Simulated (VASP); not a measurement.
**Os: single point with PBE**

The system is Os.

```
CELL_PARAMETERS angstrom
0.00000 2.64997 2.64997
2.64997 0.00000 2.64997
2.64997 2.64997 0.00000
ATOMIC_POSITIONS crystal
Os 0.00000 0.00000 0.00000
Os 0.25000 0.25000 0.25000
```

This isn't the form of Os at room conditions, which is hcp.

```
Program             : VASP 6.6.1
Task                : single point
Functional          : PBE
Potentials or basis : VASP PAW PBE potentials, release 64 (Os)
Cutoff              : 600 eV
k mesh              : 15 × 15 × 15
Occupations         : methfessel-paxton, width 0.05 eV
Spin                : no spin polarisation
```

* Pressure: 37.9 GPa
* Band gap on the k mesh: zero (bands 8 and 9 overlap by 1.24 eV)

Levels at points of the mesh, in eV from the Fermi level:
```tsv
k point	band 4	band 5	band 6	band 7	band 8	band 9	band 10	band 11	band 12	band 13
(0.00, 0.00, 0.00)	-4.08	-4.08	-4.08	-0.64	-0.64	-0.64	3.19	3.19	11.69	12.21
```

Run time: 28 s on 1 thread of Intel(R) Xeon(R) 6975P-C (Granite Rapids), on a shared host, peak memory 0.21 GiB.

Caveat: the cell stands under pressure; spin-orbit coupling is left out, which moves the levels of the heavy elements.
